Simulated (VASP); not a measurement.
Set up this calculation in VASP 6.6.1, as the native input.

| Quantity | Value |
| --- | --- |
| Task | relaxation of cell and atoms |
| Functional | LDA |
| Potentials or basis | VASP PAW LDA potentials, release 64 (Hf_pv, C) |
| Cutoff | 600 eV |
| k mesh | 12 × 12 × 12 |
| Occupations | methfessel-paxton, width 0.1 eV |
| Spin | no spin polarisation |
| Target pressure | 30 GPa |
| Dipole correction | no |
| Further INCAR settings | ALGO = Normal; EDIFF = 1e-06; IBRION = 2; EDIFFG = -0.03; NSW = 80; ISIF = 3 |

The structure of HfC lies in POSCAR:

```
HfC
1.0
    0.0000000000      2.3250000000      2.3250000000
    2.3250000000      0.0000000000      2.3250000000
    2.3250000000      2.3250000000      0.0000000000
Hf C
1 1
Direct
    0.5000000000      0.5000000000      0.5000000000
    0.0000000000      0.0000000000      0.0000000000
```

These files were run (other wordings do the same):

INCAR

```
SYSTEM = HfC
PREC = Accurate ; ENCUT = 600
EDIFF = 1E-6 ; ISMEAR = 1
SIGMA = 0.1 ; LREAL = .FALSE.
LASPH = .TRUE. ; NELM = 60
ALGO = Normal ; ISIF = 3
LWAVE = .FALSE. ; LCHARG = .FALSE.
IBRION = 2 ; NSW = 80
EDIFFG = -0.03 ; PSTRESS = 300.0
```

KPOINTS

```
Automatic mesh
0
G
  12 12 12
  0 0 0
```

Potentials or basis: VASP PAW LDA potentials, release 64 (Hf_pv, C).

Launch:

```sh
$ cat potpaw_LDA.64/Hf_pv/POTCAR potpaw_LDA.64/C/POTCAR > POTCAR
$ mpirun -np 1 vasp_std > vasp.out
```

It gave:

| Item | Value |
| --- | --- |
| Relaxed volume | 10.91 Å³/atom |
| Relaxed cell | a = 3.137 Å, b = 3.137 Å, c = 3.137 Å, α = 60.00°, β = 60.00°, γ = 60.00° |
| Space group after relaxing (to 0.05 Å) | Fm-3m (No. 225) |
| Energy change on relaxing (the enthalpy is what falls) | +70.4 meV/atom |
| Ionic steps | 5 |
| Pressure after relaxing | 30.0 GPa |
| Band gap on the k mesh | zero (band 7 reaches 8.12 eV, above the bottom of band 8 at 6.60 eV) |

Caveat: the cell is relaxed towards a set pressure, so the enthalpy falls and the energy may rise; spin-orbit coupling is left out, which moves the levels of the heavy elements.

Wall time 2.7 min on 1 thread of AMD EPYC 7R13 (shared host), peak memory 0.15 GiB.
